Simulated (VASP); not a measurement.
Wanted: the native input for a VASP 6.6.1 run.

| Quantity | Value |
| --- | --- |
| Task | electric field gradients |
| Functional | LDA |
| Potentials or basis | VASP PAW LDA potentials, release 64 (Na_pv) |
| Cutoff | 520 eV |
| k mesh | 11 × 11 × 6 |
| Occupations | fermi-dirac, width 0.05 eV |
| Spin | no spin polarisation |
| Dipole correction | no |
| Further INCAR settings | ALGO = Normal; EDIFF = 1e-08; NBANDS = 14 |

The structure of Na lies in POSCAR:

```
Na
1.0
    3.8165724849      0.0000000000      0.0000000000
   -1.9082862425      3.3052487273      0.0000000000
    0.0000000000      0.0000000000      6.2349829711
Na
2
Direct
    0.3333333333      0.6666666667      0.2500000000
    0.6666666667      0.3333333333      0.7500000000
```

This cell differs from its parent crystal: volume scaled by 1.04.

These files were run (other wordings do the same):

INCAR

```
SYSTEM = Na
PREC = Accurate
ENCUT = 520
EDIFF = 1E-8
ISMEAR = -1
SIGMA = 0.05
LREAL = .False.
LASPH = .True.
NELM = 80
ALGO = Normal
ISIF = 2
LWAVE = .False.
LCHARG = .False.
LEFG = .True.
NBANDS = 14
```

KPOINTS

```
regular mesh
0
Gamma
  11 11 6
  0 0 0
```

Potentials or basis: VASP PAW LDA potentials, release 64 (Na_pv).

Launch:

```bash
$ cat potpaw_LDA.64/Na_pv/POTCAR > POTCAR
$ mpirun -np 1 vasp_std > vasp.out
```

It gave:

```json
{
 "Pressure": "-1.1 GPa",
 "Band gap on the k mesh": "zero (band 7 reaches 1.75 eV, above the bottom of band 8 at -2.17 eV)"
}
```

Caveat: without QUAD_EFG the Cq values of the log hold for a quadrupole moment of 1 mb, not for the nuclei.

Wall time 15 s on 1 thread of Intel(R) Xeon(R) 6975P-C (Granite Rapids) (shared host), peak memory 0.18 GiB.
